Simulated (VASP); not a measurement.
# AlNi3 (R-3m) in VASP: further runs

The runs below take AlNi3 through single point, with PBE.

Program: VASP 6.6.1. These are calculated values, not measurements. Logs are shortened: lines on timing, memory, paths and dates and some standing lists are left out, and cuts for length are marked.

### 1 The cell of the first run

Symmetry: R-3m, No. 166, trigonal system. Conventional cell: a = 3.774 Å, b = 3.774 Å, c = 11.091 Å, α = 90.00°, β = 90.00°, γ = 120.00°. Within 3.1 Å of Al (site symmetry -3m) lie 14 Ni at 2.37 to 2.86 Å. Ni (site symmetry 3m) has 4 Al at 2.37 to 2.77 Å and 10 Ni at 2.37 to 2.86 Å within 3.1 Å. Ni (site symmetry -3m) has 8 Ni at 2.37 to 2.77 Å and 6 Al at 2.86 Å within 3.1 Å.

### 2 Single point, PBE

INCAR

```
PREC     = Accurate       # precision mode
ENCUT    = 520            # plane-wave cutoff, eV
EDIFF    = 1E-6           # SCF threshold, eV
ISMEAR   = 0              # smearing method
SIGMA    = 0.15           # smearing width, eV
LREAL    = F              # projectors in reciprocal space
LASPH    = T              # aspherical terms in the spheres
NELM     = 100            # most SCF steps
ALGO     = Fast           # electronic algorithm
ISIF     = 2              # what is computed and relaxed
LWAVE    = F              # write WAVECAR
LCHARG   = F              # write CHGCAR
GGA      = PE             # functional
NBANDS   = 24             # bands
```

KPOINTS

```
Automatic mesh
0
Gamma
  14 14 14
```

POSCAR

```
AlNi3
1.0
    0.3551509761      3.0241212375      3.0241212375
    3.0241212375      0.3551509761      3.0241212375
    3.0241212375      3.0241212375      0.3551509761
Al Ni
1 3
Direct
    0.5000000000      0.5000000000      0.5000000000
    0.2500000000      0.2500000000      0.2500000000
    0.0000000000      0.0000000000      0.0000000000
    0.7500000000      0.7500000000      0.7500000000
```

Potentials or basis: VASP PAW PBE potentials, release 64 (Al, Ni).

Started as:

```console
$ cat potpaw_PBE.64/Al/POTCAR potpaw_PBE.64/Ni/POTCAR > POTCAR
$ mpirun -np 1 vasp_std > vasp.out
```

OUTCAR:

```text
PREC = Accurate
   ENCUT = 520
   EDIFF = 1E-6
   ISMEAR = 0
   LREAL = F
   LASPH = T
   NELM = 100
   ISIF = 2
   GGA = PE

 ion  position               nearest neighbor table
   1  0.500  0.500  0.500-   2 2.37   2 2.37   2 2.37   4 2.37   4 2.37   4 2.37   4 2.77   2 2.77
                             3 2.86   3 2.86   3 2.86   3 2.86   3 2.86   3 2.86
   2  0.250  0.250  0.250-   3 2.37   3 2.37   3 2.37   1 2.37   1 2.37   1 2.37   3 2.77   1 2.77
                             4 2.86   4 2.86   4 2.86   4 2.86   4 2.86   4 2.86
   3  0.000  0.000  0.000-   4 2.37   4 2.37   4 2.37   2 2.37   2 2.37   2 2.37   4 2.77   2 2.77
                             1 2.86   1 2.86   1 2.86   1 2.86   1 2.86   1 2.86
   4  0.750  0.750  0.750-   1 2.37   1 2.37   1 2.37   3 2.37   3 2.37   3 2.37   3 2.77   1 2.77
                             2 2.86   2 2.86   2 2.86   2 2.86   2 2.86   2 2.86

  LATTYP: Found a trigonal (rhomboedric) cell.
 ALAT       =     4.2914741912
 COS(alpha) =     0.6132106929

  Lattice vectors:

 A1 = (   0.3551509761,   3.0241212375,   3.0241212375)
 A2 = (   3.0241212375,   0.3551509761,   3.0241212375)
 A3 = (   3.0241212375,   3.0241212375,   0.3551509761)

Analysis of symmetry for initial positions (statically):
=====================================================================
 Subroutine PRICEL returns:
 Original cell was already a primitive cell.

 Routine SETGRP: Setting up the symmetry group for a
 trigonal (rhombohedral) supercell.

 Subroutine GETGRP returns: Found 12 space group operations
 (whereof 12 operations were pure point group operations)
 out of a pool of 12 trial point group operations.

The static configuration has the point symmetry D_3d.

Analysis of symmetry for dynamics (positions and initial velocities):
=====================================================================
 Subroutine PRICEL returns:
 Original cell was already a primitive cell.

 Routine SETGRP: Setting up the symmetry group for a
 trigonal (rhombohedral) supercell.

 Subroutine GETGRP returns: Found 12 space group operations
 (whereof 12 operations were pure point group operations)
 out of a pool of 12 trial point group operations.

The dynamic configuration has the point symmetry D_3d.

 Subroutine INISYM returns: Found 12 space group operations
 (whereof 12 operations are pure point group operations),
 and found     1 'primitive' translations

----------------------------------------------------------------------------------------

                                     Primitive cell
[... 92 lines left out ...]
   LASPH  =      T    aspherical Exc in radial PAW
   ENCUT  =  520.0 eV  38.22 Ry    6.18 a.u.   7.98  7.98  7.98*2*pi/ulx,y,z
   NELM   =    100;   NELMIN=  2; NELMDL= -5     # of ELM steps
   EDIFF  = 0.1E-05   stopping-criterion for ELM
   LREAL  =      F    real-space projection
   EDIFFG = 0.1E-04   stopping-criterion for IOM
   NSW    =      0    number of steps for IOM
   IBRION =     -1    ionic relax: 0-MD 1-quasi-New 2-CG
   NFREE  =      0    steps in history (QN), initial steepest desc. (CG)
   ISIF   =      2    stress and relaxation
   ISYM   =      2    0-nonsym 1-usesym 2-fastsym
   POTIM  = 0.5000    time-step for ionic-motion
   TEBEG  =    0.0;   TEEND  =   0.0 temperature during run
   PSTRESS=    0.0 pullay stress
   NELECT =      33.0000    total number of electrons
   NUPDOWN=      -1.0000    fix difference up-down
   EMIN   =  10.00;   EMAX   =-10.00  energy-range for DOS
   EFERMI =   0.00;   METHOD = LEGACY
   ISMEAR =     0;   SIGMA  =   0.15  broadening in eV -4-tet -1-fermi 0-gaus
   EFERMI_NEDOS =   21; number of points for ismear=-14 and -15
   IALGO  =     68    algorithm
   IMIX   =      4    mixing-type and parameters
     AMIX     =   0.40;   BMIX     =  1.00
     AMIX_MAG =   1.60;   BMIX_MAG =  1.00
  volume/ion in A,a.u.               =      11.40        76.95
  Fermi-wavevector in a.u.,A,eV,Ry     =   1.469649  2.777234 29.386786  2.159868
  Thomas-Fermi vector in A             =   2.585001
   LORBIT       =      0    0 simple, 1 ext, 2 COOP (PROOUT), +10 PAW based schemes
   GGA     = PE    functional components
   LHFCALC =     F    Hartree Fock is set to
   AEXX    =    0.0000 exact exchange contribution
   IVDW    =     0    specifies the selected vdW correction
   LEPSILON=     F    determine dielectric tensor
   LRPA    =     F    only Hartree local field effects (RPA)
 non-spin polarized calculation
 RMM-DIIS sequential band-by-band and
 Gauss-broadening in eV      SIGMA  =   0.15
  energy-cutoff  :      520.00
  volume of cell :       45.61
 maximum number of plane-waves:      1243
   NGX = 15   NGY = 15   NGZ = 15

 number of electron      33.0000005 magnetization

 Free energy of the ion-electron system (eV)
  ---------------------------------------------------
  ext. energy  EPLUGINS =         0.00000000
  ---------------------------------------------------
  free energy    TOTEN  =       -21.03563670 eV

  energy without entropy =      -21.00255621  energy(sigma->0) =      -21.01909646

 E-fermi :   9.4631     XC(G=0): -12.6017

 val. band max:        9.4628270095   @ k =   0.5000   0.4286  -0.0000
 cond. band min:       9.4678735371   @ k =  -0.3571  -0.3571   0.0714
 fundamental gap:      0.0050465276
 Fermi energy:         9.4631347161

 k-point     1 :       0.0000    0.0000    0.0000
  band No.  band energies     occupation
      1      -0.4667      2.00000
      2       5.8159      2.00000
      3       6.0581      2.00000
      4       6.0581      2.00000
      5       6.3033      2.00000
      6       6.3033      2.00000
[... 637 lines left out ...]
     23      17.1630      0.00000
     24      18.0226      0.00000

 [... further k-points ...]
[... 5 lines left out ...]
  --------------------------------------------------------------------------------------
  -------------------------------------------------------------------------------------
  Total        1.6306805      1.6306805      1.6306805     -3.1776896     -3.1776896     -3.1776896
  in kB       57.2772028     57.2772028     57.2772028   -111.6154724   -111.6154724   -111.6154724
  external PRESSURE =      57.2772028 kB  Pullay stress =       0.0000000 kB

 VOLUME and BASIS-vectors are now :
 -----------------------------------------------------------------------------
  energy-cutoff  :      520.00
  volume of cell :       45.61
      direct lattice vectors                 reciprocal lattice vectors
     0.355150976  3.024121238  3.024121238    -0.197728492  0.176947844  0.176947844
     3.024121238  0.355150976  3.024121238     0.176947844 -0.197728492  0.176947844
     3.024121238  3.024121238  0.355150976     0.176947844  0.176947844 -0.197728492

 POSITION                                       TOTAL-FORCE (eV/Angst)
 -----------------------------------------------------------------------------------
      3.20170      3.20170      3.20170         0.000000     -0.000000      0.000000
      1.60085      1.60085      1.60085        -0.080711     -0.080711     -0.080711
      0.00000      0.00000      0.00000        -0.000000      0.000000      0.000000
      4.80255      4.80255      4.80255         0.080711      0.080711      0.080711
 -----------------------------------------------------------------------------------
    total drift:                                0.000000     -0.000000      0.000000

  FREE ENERGIE OF THE ION-ELECTRON SYSTEM (eV)
  ---------------------------------------------------
  free  energy   TOTEN  =       -21.0356366987 eV

  energy  without entropy=      -21.0025562138  energy(sigma->0) =      -21.01909646
```

stdout:

```text
POSCAR found type information on POSCAR AlNi
 POSCAR found :  2 types and       4 ions
 scaLAPACK will be used
 LDA part: xc-table for (Slater+PW92), standard interpolation
 POSCAR, INCAR and KPOINTS ok, starting setup
 FFT: planning ... GRIDC
 FFT: planning ... GRID_SOFT
 FFT: planning ... GRID
 WAVECAR not read
 entering main loop
```

It took 4.3 min on 1 thread of AMD EPYC 7R13 (Zen 3), shared host; peak memory 0.35 GiB.

What came out:

```
Free energy   : -21.0356 eV
Pressure      : 5.7 GPa
Largest force : 0.140 eV/Å
```

Forces on the atoms (eV/Å):
```
Al   0.000  0.000  0.000
Ni  -0.081 -0.081 -0.081
Ni   0.000  0.000  0.000
Ni   0.081  0.081  0.081
```

Levels at points of the mesh, in eV from the Fermi level:
| k point | band 13 | band 14 | band 15 | band 16 | band 17 | band 18 | band 19 | band 20 |
| --- | --- | --- | --- | --- | --- | --- | --- | --- |
| (0.00, 0.00, 0.00) | -0.61 | -0.61 | -0.32 | -0.32 | 3.06 | 3.95 | 6.29 | 6.29 |
| (0.50, 0.00, 0.00) | -0.90 | -0.48 | -0.44 | -0.42 | -0.12 | 3.24 | 3.71 | 4.32 |
| (0.50, 0.50, 0.00) | -0.68 | -0.62 | -0.55 | -0.22 | -0.20 | -0.15 | -0.04 | 3.37 |
| (0.50, 0.50, 0.50) | -0.50 | -0.50 | -0.32 | -0.32 | -0.16 | 5.38 | 5.38 | 5.64 |

### 3 Single point, PBE

This run uses another cell than the first one, of the same volume but with other edges.

INCAR

```
SYSTEM = AlNi3
PREC = Accurate
ENCUT = 520
EDIFF = 1E-6
ISMEAR = 0
SIGMA = 0.15
LREAL = .False.
LASPH = .True.
NELM = 100
ALGO = Fast
ISIF = 2
LWAVE = .False.
LCHARG = .False.
GGA = PE
NBANDS = 24
```

KPOINTS

```
Automatic mesh
0
Gamma
  14 14 14
  0 0 0
```

POSCAR

```
AlNi3
1.0
    0.1157981619      2.8949540479      2.8949540479
    2.8949540479      0.1157981619      2.8949540479
    2.8949540479      2.8949540479      0.1157981619
Al Ni
1 3
Direct
    0.5000000000      0.5000000000      0.5000000000
    0.2500000000      0.2500000000      0.2500000000
    0.0000000000      0.0000000000      0.0000000000
    0.7500000000      0.7500000000      0.7500000000
```

Potentials or basis: VASP PAW PBE potentials, release 64 (Al, Ni).

Started as:

```console
$ cat potpaw_PBE.64/Al/POTCAR potpaw_PBE.64/Ni/POTCAR > POTCAR
$ mpirun -np 1 vasp_std > vasp.out
```

Wall time 4.2 min (1 thread of AMD EPYC 7R13 (Zen 3), shared host); peak memory 0.35 GiB.

Results (log left out):

```
Free energy   : -21.6170 eV
Pressure      : 0.8 GPa
Largest force : 0.072 eV/Å
```

Forces on the atoms (eV/Å):
```
Al   0.000  0.000  0.000
Ni  -0.042 -0.042 -0.042
Ni   0.000  0.000  0.000
Ni   0.042  0.042  0.042
```

Stress tensor (GPa, compression positive):
```
 0.82 -4.90 -4.90
-4.90  0.82 -4.90
-4.90 -4.90  0.82
```

Levels at points of the mesh, in eV from the Fermi level:
```tsv
k point	band 14	band 15	band 16	band 17	band 18	band 19
(0.00, 0.00, 0.00)	-0.55	-0.48	-0.48	4.64	5.27	5.64
(0.50, 0.00, 0.00)	-0.58	-0.48	-0.42	-0.14	3.98	4.25
(0.50, 0.50, 0.00)	-0.71	-0.57	-0.43	-0.31	-0.30	-0.05
(0.50, 0.50, 0.50)	-0.54	-0.47	-0.47	-0.15	4.61	4.61
```

Spin polarisation is off, so any magnetic state and its effect on volume and gap are missing.

### 4 Single point, PBE

This run uses another cell than the first one, of the same volume but with other edges.

INCAR

```
ALGO     = Fast           # electronic algorithm
EDIFF    = 1E-7           # SCF threshold, eV
ENCUT    = 520            # plane-wave cutoff, eV
GGA      = PE             # functional
ISIF     = 2              # what is computed and relaxed
ISMEAR   = 0              # smearing method
LASPH    = True           # aspherical terms in the spheres
LCHARG   = False          # write CHGCAR
LREAL    = False          # projectors in reciprocal space
LWAVE    = False          # write WAVECAR
NBANDS   = 24             # bands
NELM     = 80             # most SCF steps
PREC     = Accurate       # precision mode
SIGMA    = 0.15           # smearing width, eV
```

KPOINTS

```
k-points
0
Gamma
  14 14 14
```

POSCAR

```
AlNi3
1.0
   -0.3342710108      2.6789893033      2.6789893033
    2.6789893033     -0.3342710108      2.6789893033
    2.6789893033      2.6789893033     -0.3342710108
Al Ni
1 3
Direct
    0.5000000000      0.5000000000      0.5000000000
    0.2500000000      0.2500000000      0.2500000000
    0.0000000000      0.0000000000      0.0000000000
    0.7500000000      0.7500000000      0.7500000000
```

Started as:

```console
$ cat potpaw_PBE.64/Al/POTCAR potpaw_PBE.64/Ni/POTCAR > POTCAR
$ mpirun -np 1 vasp_std > vasp.out
```

It took 4.1 min on 1 thread of AMD EPYC 7R13 (Zen 3), shared host; peak memory 0.33 GiB.

It converged, with:

| Quantity | Value |
| --- | --- |
| Free energy | -20.6373 eV |
| Pressure | 8.5 GPa |
| Largest force | 0.353 eV/Å |

Forces in eV/Å, atoms in the order of the input:
```
Al   0.000  0.000  0.000
Ni   0.204  0.204  0.204
Ni   0.000  0.000  0.000
Ni  -0.204 -0.204 -0.204
```

Stress tensor (GPa, compression positive):
```
 8.54 22.68 22.68
22.68  8.54 22.68
22.68 22.68  8.54
```

Levels at points of the mesh, in eV from the Fermi level:
```tsv
k point	band 13	band 14	band 15	band 16	band 17	band 18	band 19	band 20
(0.00, 0.00, 0.00)	-0.63	-0.63	-0.37	-0.37	4.65	4.65	4.98	5.33
(0.50, 0.00, 0.00)	-0.75	-0.65	-0.40	-0.36	-0.12	4.28	4.48	4.65
(0.50, 0.50, 0.00)	-0.79	-0.59	-0.51	-0.39	-0.14	-0.13	0.00	3.20
(0.50, 0.50, 0.50)	-0.90	-0.90	-0.33	-0.33	-0.13	3.31	3.31	3.80
```

Spin polarisation is off, so any magnetic state and its effect on volume and gap are missing.

### 5 Overview

```tsv
cell	further INCAR settings	gap on the mesh (eV)	pressure (GPa)	largest force (eV/Å)
a = 4.291 Å, angles 52.2°, 4 atoms	ALGO = Fast; EDIFF = 1e-06; NBANDS = 24	none	5.7	0.14
a = 4.096 Å, angles 57.3°, 4 atoms	ALGO = Fast; EDIFF = 1e-06; NBANDS = 24	none	0.8	0.07
a = 3.803 Å, angles 68.1°, 4 atoms	ALGO = Fast; EDIFF = 1e-07; NBANDS = 24	none	8.5	0.35
```

Alike in all rows: task single point; level PBE; potentials or basis VASP PAW PBE potentials, release 64 (Al, Ni); no spin polarisation; k mesh 14 × 14 × 14; cutoff (eV) 520; smearing gaussian 0.15 eV.

Total energies depend on the potentials used, so only differences within one code and one set of settings carry meaning.
